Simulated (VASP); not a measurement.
# SiO2 (P6_422) in VASP: notebook, part 2 of 2

VASP 6.6.1. Earlier steps stand in the parts before.

## Step 4: Single point, r2SCAN

This run uses another cell than the first one, of 13.65 Å³/atom.

POSCAR

```
SiO2
1.0
    5.0596778637      0.0000000000      0.0000000000
   -2.5298389318      4.3818095649      0.0000000000
    0.0000000000      0.0000000000      5.5410856313
Si O
3 6
Direct
    0.0000000000      0.5000000000      0.3333333333
    0.5000000000      0.5000000000      0.6666666667
    0.5000000000      0.0000000000      0.0000000000
    0.5834989518      0.7917494759      0.8333333333
    0.7917494759      0.5834989518      0.5000000000
    0.7917494759      0.2082505241      0.1666666667
    0.4165010482      0.2082505241      0.8333333333
    0.2082505241      0.4165010482      0.5000000000
    0.2082505241      0.7917494759      0.1666666667
```

INCAR.step1

```
SYSTEM = SiO2
PREC = Accurate ; ENCUT = 520
ISMEAR = 0 ; SIGMA = 0.02
LREAL = .FALSE. ; LASPH = .TRUE.
NELM = 60 ; NBANDS = 34
GGA = PE ; ALGO = Normal
EDIFF = 1E-4 ; LWAVE = .TRUE.
LCHARG = .FALSE.
```

INCAR.step2

```
SYSTEM = SiO2
PREC = Accurate ; ENCUT = 520
EDIFF = 1E-7 ; ISMEAR = 0
SIGMA = 0.02 ; LREAL = .FALSE.
LASPH = .TRUE. ; NELM = 60
ALGO = Normal ; ISIF = 2
LWAVE = .FALSE. ; LCHARG = .FALSE.
METAGGA = R2SCAN ; LMIXTAU = .TRUE.
NBANDS = 34 ; ISTART = 1
```

KPOINTS

```
Automatic mesh
0
G
  6 6 4
  0 0 0
```

The run is started by

```sh
> cat potpaw_PBE.64/Si/POTCAR potpaw_PBE.64/O/POTCAR > POTCAR
> cp INCAR.step1 INCAR
> mpirun -np 1 vasp_std > vasp.out
> cp INCAR.step2 INCAR
> mpirun -np 1 vasp_std > vasp.out
```

It took 2.7 min on 1 thread of Intel Xeon 6975P-C (Granite Rapids), shared host; peak memory 0.29 GiB.

It converged, with:

```yaml
Free_energy: -89.3559 eV
Pressure: 0.1 GPa
Largest_force: 0.012 eV/Å
Band_gap_on_the_k_mesh: 6.30 eV (least direct gap 6.49 eV)
```

Forces in eV/Å, atoms in the order of the input:
```
Si   0.000  0.000  0.000
Si   0.000  0.000  0.000
Si   0.000  0.000  0.000
O   -0.011 -0.006  0.000
O    0.000 -0.012  0.000
O   -0.011  0.006  0.000
O    0.011  0.006  0.000
O    0.000  0.012  0.000
O    0.011 -0.006  0.000
```

Levels at points of the mesh, in eV from the valence-band top:
```tsv
k point	band 22	band 23	band 24	band 25	band 26	band 27
(0.00, 0.00, 0.00)	-0.46	-0.46	-0.19	6.30	9.73	9.73
(0.50, 0.00, 0.00)	-1.02	-0.35	0.00	8.41	9.27	10.39
(0.00, 0.00, 0.50)	-0.29	0.00	0.00	8.17	8.17	9.24
(0.50, 0.00, 0.50)	-0.73	-0.70	-0.34	9.51	9.90	10.00
```

Caveat: the PAW data sets were made with another functional, which shifts forces and pressure a little. A k mesh can miss the band edges.

## Step 5: Single point, r2SCAN (14.06 Å³/atom)

This run uses another cell than the first one, of 14.06 Å³/atom.

POSCAR

```
SiO2
1.0
    5.1147774320      0.0000000000      0.0000000000
   -2.5573887160      4.4295271908      0.0000000000
    0.0000000000      0.0000000000      5.5850149581
Si O
3 6
Direct
    0.0000000000      0.5000000000      0.3333333333
    0.5000000000      0.5000000000      0.6666666667
    0.5000000000      0.0000000000      0.0000000000
    0.5787137121      0.7893568561      0.8333333333
    0.7893568561      0.5787137121      0.5000000000
    0.7893568561      0.2106431439      0.1666666667
    0.4212862879      0.2106431439      0.8333333333
    0.2106431439      0.4212862879      0.5000000000
    0.2106431439      0.7893568561      0.1666666667
```

INCAR.step1

```
ALGO = Normal
EDIFF = 1E-4
ENCUT = 520
GGA = PE
ISMEAR = 0
LASPH = True
LCHARG = False
LREAL = False
LWAVE = True
NBANDS = 34
NELM = 60
PREC = Accurate
SIGMA = 0.02
```

INCAR.step2

```
ALGO = Normal
EDIFF = 1E-6
ENCUT = 520
ISIF = 2
ISMEAR = 0
ISTART = 1
LASPH = True
LCHARG = False
LMIXTAU = True
LREAL = False
LWAVE = False
METAGGA = R2SCAN
NBANDS = 34
NELM = 60
PREC = Accurate
SIGMA = 0.02
```

KPOINTS

```
k-points
0
Gamma
  6 6 4
```

Potentials or basis: VASP PAW PBE potentials, release 64 (Si, O).

The run is started by

```sh
> cat potpaw_PBE.64/Si/POTCAR potpaw_PBE.64/O/POTCAR > POTCAR
> cp INCAR.step1 INCAR
> mpirun -np 1 vasp_std > vasp.out
> cp INCAR.step2 INCAR
> mpirun -np 1 vasp_std > vasp.out
```

OUTCAR:

```text
EDIFF = 1E-6
   ENCUT = 520
   ISIF = 2
   ISMEAR = 0
   ISTART = 1
   LASPH = True
   LREAL = False
   METAGGA = R2SCAN
   NELM = 60
   PREC = Accurate

 ion  position               nearest neighbor table
   1  0.000  0.500  0.333-   6 1.62   9 1.62   8 1.62   5 1.62
   2  0.500  0.500  0.667-   4 1.62   7 1.62   5 1.62   8 1.62
   3  0.500  0.000  0.000-   4 1.62   7 1.62   6 1.62   9 1.62
   4  0.579  0.789  0.833-   3 1.62   2 1.62
   5  0.789  0.579  0.500-   1 1.62   2 1.62
[... 992 lines left out ...]
  Total       -3.1517627     -3.1517627     -3.1542555      0.0000000      0.0000000      0.0000000
  in kB      -39.9076022    -39.9076022    -39.9391669      0.0000000      0.0000000      0.0000000
  external PRESSURE =     -39.9181238 kB  Pullay stress =       0.0000000 kB

 VOLUME and BASIS-vectors are now :
 -----------------------------------------------------------------------------
  energy-cutoff  :      520.00
  volume of cell :      126.53
      direct lattice vectors                 reciprocal lattice vectors
     5.114777432  0.000000000  0.000000000     0.195511929  0.112878865  0.000000000
    -2.557388716  4.429527191  0.000000000     0.000000000  0.225757729  0.000000000
     0.000000000  0.000000000  5.585014958     0.000000000  0.000000000  0.179050550

 POSITION                                       TOTAL-FORCE (eV/Angst)
 -----------------------------------------------------------------------------------
     -1.27869      2.21476      1.86167         0.000000     -0.000000     -0.000000
      1.27869      2.21476      3.72334         0.000000     -0.000000      0.000000
      2.55739      0.00000      0.00000         0.000000     -0.000000      0.000000
      0.94130      3.49648      4.65418        -0.005771     -0.003332      0.000000
      2.55739      2.56343      2.79251         0.000000     -0.006664     -0.000000
      3.49869      0.93305      0.93084        -0.005771      0.003332     -0.000000
      1.61609      0.93305      4.65418         0.005771      0.003332     -0.000000
     -0.00000      1.86610      2.79251         0.000000      0.006664     -0.000000
     -0.94130      3.49648      0.93084         0.005771     -0.003332     -0.000000
 -----------------------------------------------------------------------------------
    total drift:                               -0.000000      0.000000      0.000001

  FREE ENERGIE OF THE ION-ELECTRON SYSTEM (eV)
  ---------------------------------------------------
  free  energy   TOTEN  =       -89.3175862031 eV

  energy  without entropy=      -89.3175862031  energy(sigma->0) =      -89.31758620
```

OUTCAR.step1:

```text
EDIFF = 1E-4
   ENCUT = 520
   GGA = PE
   ISMEAR = 0
[... 1023 lines left out ...]
      3.49869      0.93305      0.93084         0.170062     -0.098185     -0.000000
      1.61609      0.93305      4.65418        -0.170062     -0.098185      0.000000
     -0.00000      1.86610      2.79251         0.000000     -0.196370     -0.000000
     -0.94130      3.49648      0.93084        -0.170062      0.098185      0.000000
 -----------------------------------------------------------------------------------
    total drift:                               -0.000000      0.000000      0.000001

  FREE ENERGIE OF THE ION-ELECTRON SYSTEM (eV)
  ---------------------------------------------------
  free  energy   TOTEN  =       -71.1150138494 eV

  energy  without entropy=      -71.1150138494  energy(sigma->0) =      -71.11501385
```

OSZICAR.step1:

```text
N       E                     dE             d eps       ncg     rms          rms(c)
DAV:   1     0.287553282968E+03    0.28755E+03   -0.24814E+04  1428   0.129E+03
DAV:   2    -0.602632421177E+02   -0.34782E+03   -0.33431E+03  1890   0.298E+02
DAV:   3    -0.806562546067E+02   -0.20393E+02   -0.20296E+02  1824   0.768E+01
DAV:   4    -0.808910112079E+02   -0.23476E+00   -0.23451E+00  1760   0.923E+00
DAV:   5    -0.808945178817E+02   -0.35067E-02   -0.35043E-02  1830   0.112E+00    0.253E+01
DAV:   6    -0.710882647042E+02    0.98063E+01   -0.35790E+01  1632   0.317E+01    0.120E+01
DAV:   7    -0.711067756591E+02   -0.18511E-01   -0.10699E+00  1728   0.489E+00    0.432E+00
DAV:   8    -0.711023324968E+02    0.44432E-02   -0.47483E-02  1772   0.158E+00    0.171E+00
DAV:   9    -0.711131028955E+02   -0.10770E-01   -0.28919E-02  1588   0.117E+00    0.344E-01
DAV:  10    -0.711150400174E+02   -0.19371E-02   -0.33596E-03  1678   0.303E-01    0.103E-01
DAV:  11    -0.711150138494E+02    0.26168E-04   -0.86651E-04  1720   0.175E-01
   1 F= -.71115014E+02 E0= -.71115014E+02  d E =-.201024E-19
```

Wall time 2.2 min (1 thread of Intel Xeon 6975P-C (Granite Rapids), shared host); peak memory 0.29 GiB.

What came out:

- Free energy: -89.3176 eV
- Pressure: -4.0 GPa
- Largest force: 0.007 eV/Å
- Band gap on the k mesh: 6.17 eV (least direct gap 6.38 eV)

Forces in eV/Å, atoms in the order of the input:
```
Si   0.000  0.000  0.000
Si   0.000  0.000  0.000
Si   0.000  0.000  0.000
O   -0.006 -0.003  0.000
O    0.000 -0.007  0.000
O   -0.006  0.003  0.000
O    0.006  0.003  0.000
O    0.000  0.007  0.000
O    0.006 -0.003  0.000
```

Caveat: the cell stands under tension; the PAW data sets were made with another functional, which shifts forces and pressure a little.

## Step 6: Overview

| cell | gap on the mesh (eV) | pressure (GPa) | largest force (eV/Å) |
| --- | --- | --- | --- |
| a = 4.932, b = 4.932, c = 5.481 Å, angles 90.0, 90.0, 120.0°, 9 atoms, atomic positions A | 6.46 | 9.8 | 0.02 |
| a = 5.001, b = 5.001, c = 5.502 Å, angles 90.0, 90.0, 120.0°, 9 atoms, atomic positions B | 6.40 | 4.7 | 0.02 |
| a = 5.060, b = 5.060, c = 5.541 Å, angles 90.0, 90.0, 120.0°, 9 atoms, atomic positions C | 6.30 | 0.1 | 0.01 |
| a = 5.115, b = 5.115, c = 5.585 Å, angles 90.0, 90.0, 120.0°, 9 atoms, atomic positions D | 6.17 | -4.0 | 0.01 |

Alike in all rows: task single point; level r2SCAN; potentials or basis VASP PAW PBE potentials, release 64 (Si, O); no spin polarisation; k mesh 6 × 6 × 4; cutoff (eV) 520; smearing gaussian 0.02 eV.

Caveats: the PAW data sets were made with another functional, which shifts forces and pressure a little; the cell stands under pressure (at least some runs); the cell stands under tension (at least some runs).

Absolute energies hang on the potentials; compare differences alone.
